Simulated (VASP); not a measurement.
# ScAl3 (Cmmm) in VASP: notebook

The runs below take ScAl3 through single point, relaxation of the atoms, with PBEsol.

Program: VASP 6.6.1. These are calculated values, not measurements. Logs are shortened: lines on timing, memory, paths and dates and some standing lists are left out, and cuts for length are marked.

## Step 1: The cell of the first run

The structure is orthorhombic, space group Cmmm (No. 65). The conventional cell has a = 5.665 Å, b = 5.897 Å, c = 4.088 Å, α = 90.00°, β = 90.00°, γ = 90.00°. Within 3.7 Å of Sc (site symmetry mmm) lie 12 Al at 2.83 to 2.95 Å. Within 3.7 Å of Al (site symmetry mmm) lie 4 Sc at 2.83 to 2.95 Å and 8 Al at 2.89 Å. Al (site symmetry 2/m) has 8 Al at 2.83 to 2.95 Å and 4 Sc at 2.89 Å within 3.7 Å.

## Step 2: Single point, PBEsol

File INCAR:

```
SYSTEM = ScAl3
ALGO = Normal
EDIFF = 1E-7
ENCUT = 520
GGA = PS
ISIF = 2
ISMEAR = -1
LASPH = .True.
LCHARG = .False.
LREAL = .False.
LWAVE = .False.
NBANDS = 18
NELM = 100
PREC = Accurate
SIGMA = 0.05
```

File KPOINTS:

```
k-points
0
Gamma
  6 6 6
  0 0 0
```

File POSCAR:

```
ScAl3
1.0
    4.0878065700     -0.0817561314      0.0000000000
   -0.0817561314      4.0878065700      0.0000000000
    0.0000000000      0.0000000000      4.0878065700
Sc Al
1 3
Direct
    0.0000000000      0.0000000000      0.0000000000
    0.5000000000      0.5000000000      0.0000000000
    0.0000000000      0.5000000000      0.5000000000
    0.5000000000      0.0000000000      0.5000000000
```

Potentials or basis: VASP PAW PBE potentials, release 64 (Sc_sv, Al).

Started as:

```console
$ cat potpaw_PBE.64/Sc_sv/POTCAR potpaw_PBE.64/Al/POTCAR > POTCAR
$ mpirun -np 1 vasp_std > vasp.out
```

OUTCAR:

```text
SYSTEM = ScAl3
   EDIFF = 1E-7
   ENCUT = 520
   GGA = PS
   ISIF = 2
   ISMEAR = -1
   LASPH = .True.
   LREAL = .False.
   NELM = 100
   PREC = Accurate

 ion  position               nearest neighbor table
   1  0.000  0.000  0.000-   2 2.83   2 2.83   4 2.89   3 2.89   4 2.89   3 2.89   3 2.89   4 2.89
                             4 2.89   3 2.89   2 2.95   2 2.95
   2  0.500  0.500  0.000-   1 2.83   1 2.83   4 2.89   3 2.89   4 2.89   4 2.89   4 2.89   3 2.89
                             3 2.89   3 2.89   1 2.95   1 2.95
   3  0.000  0.500  0.500-   4 2.83   4 2.83   1 2.89   1 2.89   2 2.89   1 2.89   1 2.89   2 2.89
                             2 2.89   2 2.89   4 2.95   4 2.95
   4  0.500  0.000  0.500-   3 2.83   3 2.83   1 2.89   1 2.89   2 2.89   2 2.89   2 2.89   1 2.89
                             1 2.89   2 2.89   3 2.95   3 2.95

  LATTYP: Found a base centered orthorhombic cell.
 ALAT       =     5.6654108618
 B/A-ratio  =     1.0408163265
 C/A-ratio  =     0.7215375318

  Lattice vectors:

 A1 = (   4.0878065700,  -0.0817561314,   0.0000000000)
 A2 = (  -0.0817561314,   4.0878065700,   0.0000000000)
 A3 = (   0.0000000000,   0.0000000000,   4.0878065700)

Analysis of symmetry for initial positions (statically):
=====================================================================
 Subroutine PRICEL returns:
 Original cell was already a primitive cell.

 Routine SETGRP: Setting up the symmetry group for a
 base centered orthorhombic supercell.

 Subroutine GETGRP returns: Found  8 space group operations
 (whereof  8 operations were pure point group operations)
 out of a pool of  8 trial point group operations.

The static configuration has the point symmetry D_2h.

Analysis of symmetry for dynamics (positions and initial velocities):
=====================================================================
 Subroutine PRICEL returns:
 Original cell was already a primitive cell.

 Routine SETGRP: Setting up the symmetry group for a
 base centered orthorhombic supercell.

 Subroutine GETGRP returns: Found  8 space group operations
 (whereof  8 operations were pure point group operations)
 out of a pool of  8 trial point group operations.

The dynamic configuration has the point symmetry D_2h.

 Subroutine INISYM returns: Found  8 space group operations
 (whereof  8 operations are pure point group operations),
 and found     1 'primitive' translations

----------------------------------------------------------------------------------------

                                     Primitive cell

  volume of cell :      68.2806

  direct lattice vectors                    reciprocal lattice vectors
     4.087806570 -0.081756131  0.000000000     0.244727861  0.004894557  0.000000000
    -0.081756131  4.087806570  0.000000000     0.004894557  0.244727861  0.000000000
     0.000000000  0.000000000  4.087806570     0.000000000  0.000000000  0.244629970

  length of vectors
     4.088624050  4.088624050  4.087806570     0.244776802  0.244776802  0.244629970

  position of ions in fractional coordinates (direct lattice)
     0.000000000  0.000000000  0.000000000
     0.500000000  0.500000000  0.000000000
     0.000000000  0.500000000  0.500000000
     0.500000000  0.000000000  0.500000000

  ion indices of the primitive-cell ions
   primitive index   ion index
                 1           1
                 2           2
                 3           3
                 4           4

----------------------------------------------------------------------------------------

 KPOINTS: k-points

Automatic generation of k-mesh.
 Grid dimensions read from file:
 generate k-points for:    6    6    6

 Generating k-lattice:

  Cartesian coordinates                     Fractional coordinates (reciprocal lattice)
     0.040787977  0.000815760  0.000000000     0.166666667 -0.000000000  0.000000000
     0.000815760  0.040787977  0.000000000    -0.000000000  0.166666667  0.000000000
     0.000000000  0.000000000  0.040771662     0.000000000  0.000000000  0.166666667

  Length of vectors
     0.040796134  0.040796134  0.040771662

  Shift w.r.t. Gamma in fractional coordinates (k-lattice)
     0.000000000  0.000000000  0.000000000

 Subroutine IBZKPT returns following result:
 ===========================================

 Found     52 irreducible k-points:

 Following reciprocal coordinates:
            Coordinates               Weight
  0.000000  0.000000  0.000000      1.000000
  0.166667 -0.000000  0.000000      4.000000
  0.333333 -0.000000  0.000000      4.000000
  0.500000 -0.000000  0.000000      2.000000
  0.166667  0.166667  0.000000      2.000000
  0.333333  0.166667  0.000000      4.000000
[... 16 lines left out ...]
  0.333333  0.333333  0.166667      4.000000
  0.500000  0.333333  0.166667      8.000000
 [... further k-points ...]
   k-points           NKPTS =     52   k-points in BZ     NKDIM =     52   number of bands    NBANDS=     18
   number of dos      NEDOS =    301   number of ions     NIONS =      4
   total plane-waves  NPLWV =  27000
   dimension x,y,z NGX =    30 NGY =   30 NGZ =   30
   dimension x,y,z NGXF=    60 NGYF=   60 NGZF=   60
   ions per type =               1   3
   NGX,Y,Z   is equivalent  to a cutoff of  12.20, 12.20, 12.20 a.u.
   NGXF,Y,Z  is equivalent  to a cutoff of  24.40, 24.40, 24.40 a.u.
 SYSTEM =  ScAl3
   PREC   = accura    normal or accurate (medium, high low for compatibility)
   ISTART =      0    job   : 0-new  1-cont  2-samecut
   ICHARG =      2    charge: 1-file 2-atom 10-const
   ISPIN  =      1    spin polarized calculation?
   LNONCOLLINEAR =      F non collinear calculations
   LSORBIT =      F    spin-orbit coupling
   LASPH  =      T    aspherical Exc in radial PAW
   ENCUT  =  520.0 eV  38.22 Ry    6.18 a.u.   7.60  7.60  7.60*2*pi/ulx,y,z
   NELM   =    100;   NELMIN=  2; NELMDL= -5     # of ELM steps
   EDIFF  = 0.1E-06   stopping-criterion for ELM
   LREAL  =      F    real-space projection
   EDIFFG = 0.1E-05   stopping-criterion for IOM
   NSW    =      0    number of steps for IOM
   IBRION =     -1    ionic relax: 0-MD 1-quasi-New 2-CG
   NFREE  =      0    steps in history (QN), initial steepest desc. (CG)
   ISIF   =      2    stress and relaxation
   ISYM   =      2    0-nonsym 1-usesym 2-fastsym
   POTIM  = 0.5000    time-step for ionic-motion
   TEBEG  =    0.0;   TEEND  =   0.0 temperature during run
   PSTRESS=    0.0 pullay stress
   NELECT =      20.0000    total number of electrons
   NUPDOWN=      -1.0000    fix difference up-down
   EMIN   =  10.00;   EMAX   =-10.00  energy-range for DOS
   EFERMI =   0.00;   METHOD = LEGACY
   ISMEAR =    -1;   SIGMA  =   0.05  broadening in eV -4-tet -1-fermi 0-gaus
   EFERMI_NEDOS =   21; number of points for ismear=-14 and -15
   IALGO  =     38    algorithm
   IMIX   =      4    mixing-type and parameters
     AMIX     =   0.40;   BMIX     =  1.00
     AMIX_MAG =   1.60;   BMIX_MAG =  1.00
  volume/ion in A,a.u.               =      17.07       115.20
  Fermi-wavevector in a.u.,A,eV,Ry     =   1.087224  2.054556 16.082852  1.182056
  Thomas-Fermi vector in A             =   2.223379
   LORBIT       =      0    0 simple, 1 ext, 2 COOP (PROOUT), +10 PAW based schemes
   GGA     = PS    functional components
   LHFCALC =     F    Hartree Fock is set to
   AEXX    =    0.0000 exact exchange contribution
   IVDW    =     0    specifies the selected vdW correction
   LEPSILON=     F    determine dielectric tensor
   LRPA    =     F    only Hartree local field effects (RPA)
 non-spin polarized calculation
  energy-cutoff  :      520.00
  volume of cell :       68.28
 maximum number of plane-waves:      1858
   NGX = 15   NGY = 15   NGZ = 15

 number of electron      19.9999997 magnetization

 Free energy of the ion-electron system (eV)
  ---------------------------------------------------
  ext. energy  EPLUGINS =         0.00000000
  ---------------------------------------------------
  free energy    TOTEN  =       -20.73663158 eV

  energy without entropy =      -20.72088348  energy(sigma->0) =      -20.72875753

 E-fermi :   7.3097     XC(G=0): -10.4997

 val. band max:        7.3096801256   @ k =   0.5000   0.1667   0.3333
 cond. band min:       7.3188921323   @ k =   0.1667  -0.0000   0.1667
 fundamental gap:      0.0092120068
 Fermi energy:         7.3096886191

 k-point     1 :       0.0000    0.0000    0.0000
  band No.  band energies     occupation
      1     -41.5448      2.00000
      2     -20.3511      2.00000
      3     -20.3436      2.00000
      4     -20.3373      2.00000
      5      -2.8170      2.00000
      6       4.5745      2.00000
[... 10 lines left out ...]
     17      12.1468      0.00000
     18      12.5209      0.00000

 k-point     2 :       0.1667   -0.0000    0.0000
  band No.  band energies     occupation
      1     -41.5445      2.00000
      2     -20.3564      2.00000
      3     -20.3429      2.00000
      4     -20.3397      2.00000
      5      -2.5611      2.00000
      6       3.0491      2.00000
[... 10 lines left out ...]
     17      12.5009      0.00000
     18      12.5539      0.00000

 k-point     3 :       0.3333   -0.0000    0.0000
  band No.  band energies     occupation
      1     -41.5438      2.00000
      2     -20.3709      2.00000
      3     -20.3416      2.00000
      4     -20.3405      2.00000
      5      -1.8190      2.00000
      6       1.1656      2.00000
[... 10 lines left out ...]
     17      11.7167      0.00000
     18      12.8688      0.00000

 k-point     4 :       0.5000   -0.0000    0.0000
  band No.  band energies     occupation
      1     -41.5435      2.00000
      2     -20.3788      2.00000
      3     -20.3410      2.00000
      4     -20.3402      2.00000
      5      -0.9361      2.00000
      6      -0.1188      2.00000
[... 375 lines left out ...]
      4     -20.3434      2.00000
      5      -2.0834      2.00000
      6       3.2455      2.00000
[... 10 lines left out ...]
     17      11.4658      0.00000
     18      12.7692      0.00000

 k-point    23 :       0.3333    0.3333    0.1667
  band No.  band energies     occupation
      1     -41.5425      2.00000
      2     -20.3725      2.00000
      3     -20.3579      2.00000
      4     -20.3473      2.00000
      5      -0.6079      2.00000
      6       1.9252      2.00000
[... 10 lines left out ...]
     17      11.5832      0.00000
     18      13.5557      0.00000

 k-point    24 :       0.5000    0.3333    0.1667
  band No.  band energies     occupation
      1     -41.5422      2.00000
      2     -20.3775      2.00000
      3     -20.3593      2.00000
      4     -20.3465      2.00000
      5       0.0530      2.00000
      6       1.0742      2.00000
[... 10 lines left out ...]
     17      12.2541      0.00000
     18      12.9168      0.00000

 [... further k-points ...]
[... 5 lines left out ...]
  --------------------------------------------------------------------------------------
  -------------------------------------------------------------------------------------
  Total       -0.2897294     -0.2897294     -0.3696443      1.0879090      0.0000000      0.0000000
  in kB       -6.7983875     -6.7983875     -8.6735601     25.5273600      0.0000000      0.0000000
  external PRESSURE =      -7.4234450 kB  Pullay stress =       0.0000000 kB

 VOLUME and BASIS-vectors are now :
 -----------------------------------------------------------------------------
  energy-cutoff  :      520.00
  volume of cell :       68.28
      direct lattice vectors                 reciprocal lattice vectors
     4.087806570 -0.081756131  0.000000000     0.244727861  0.004894557  0.000000000
    -0.081756131  4.087806570  0.000000000     0.004894557  0.244727861  0.000000000
     0.000000000  0.000000000  4.087806570     0.000000000  0.000000000  0.244629970

 POSITION                                       TOTAL-FORCE (eV/Angst)
 -----------------------------------------------------------------------------------
      0.00000      0.00000      0.00000        -0.000000      0.000000      0.000000
      2.00303      2.00303      0.00000        -0.000000      0.000000      0.000000
     -0.04088      2.04390      2.04390         0.000000      0.000000      0.000000
      2.04390     -0.04088      2.04390         0.000000      0.000000      0.000000
 -----------------------------------------------------------------------------------
    total drift:                                0.000000     -0.000000      0.000000

  FREE ENERGIE OF THE ION-ELECTRON SYSTEM (eV)
  ---------------------------------------------------
  free  energy   TOTEN  =       -20.7366315842 eV

  energy  without entropy=      -20.7208834821  energy(sigma->0) =      -20.72875753
```

Wall time 47 s (1 thread of Intel Xeon 6975P-C (Granite Rapids), shared host); peak memory 0.19 GiB.

Results:

```
Free energy            : -20.7366 eV
Pressure               : -0.7 GPa
Band gap on the k mesh : zero (band 10 reaches 8.10 eV, above the bottom of band 11 at 4.43 eV)
```

Stress tensor (GPa, compression positive):
```
-0.68  2.55  0.00
 2.55 -0.68  0.00
 0.00  0.00 -0.87
```

Caveat: the PAW data sets were made with another functional, which shifts forces and pressure a little.

(Continued in part 2 of 2.)
